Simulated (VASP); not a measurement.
The system is Li5SbO.

```
CELL_PARAMETERS angstrom
4.63165 0.00000 0.00000
0.00000 4.63165 0.00000
0.00000 0.00000 5.59960
ATOMIC_POSITIONS crystal
Li 0.00000 0.50000 0.24625
Li 0.50000 0.00000 0.24625
Li 0.00000 0.50000 0.75375
Li 0.50000 0.00000 0.75375
Li 0.50000 0.50000 0.50000
Sb 0.00000 0.00000 0.00000
O 0.00000 0.00000 0.50000
```

```yaml
Program: VASP 6.6.1
Task: relaxation of cell and atoms
Functional: PBE
Potentials_or_basis: VASP PAW PBE potentials, release 64 (Li_sv, Sb, O)
Cutoff: 600 eV
k_mesh: 8 × 8 × 8
Occupations: gaussian, width 0.1 eV
Spin: no spin polarisation
```

At the start: pressure -0.2 GPa; volume 17.16 Å³/atom.

**Question.** Where does the relaxation end?

**Answer.** Over 10 steps the energy falls by 2.2 meV/atom and the volume is 17.08 Å³/atom (-0.5 %); space group P4/mmm (No. 123, to 0.05 Å).

The path:
```csv
step,energy change (eV),largest force (eV/Å),pressure (GPa),volume (Å³)
1,0.0000,0.0050,-0.16,120.12
2,-0.0031,0.0053,-0.10,119.82
3,-0.0096,0.0064,0.14,118.88
4,-0.0099,0.0075,0.67,116.97
5,-0.0117,0.0075,0.43,117.81
6,-0.0147,0.0071,0.12,118.99
7,-0.0151,0.0144,-0.02,119.56
8,-0.0151,0.0155,-0.04,119.66
9,-0.0153,0.0110,-0.02,119.64
10,-0.0155,0.0019,0.01,119.58
```

Final structure:
```yaml
crystal:
  lattice:
    - [4.52402, 0.00000, 0.00000]
    - [0.00000, 4.52402, 0.00000]
    - [0.00000, 0.00000, 5.84253]
  atoms:
    - { symbol: Li, position: [0.00000, 0.50000, 0.24589] }
    - { symbol: Li, position: [0.50000, 0.00000, 0.24589] }
    - { symbol: Li, position: [0.00000, 0.50000, 0.75411] }
    - { symbol: Li, position: [0.50000, 0.00000, 0.75411] }
    - { symbol: Li, position: [0.50000, 0.50000, 0.50000] }
    - { symbol: Sb, position: [0.00000, 0.00000, 0.00000] }
    - { symbol: O, position: [0.00000, 0.00000, 0.50000] }
```

Caveat: the cutoff is under 1.25 times the usual one of these potentials, so pressure, stress and relaxed cells hold a basis-set (Pulay) error.
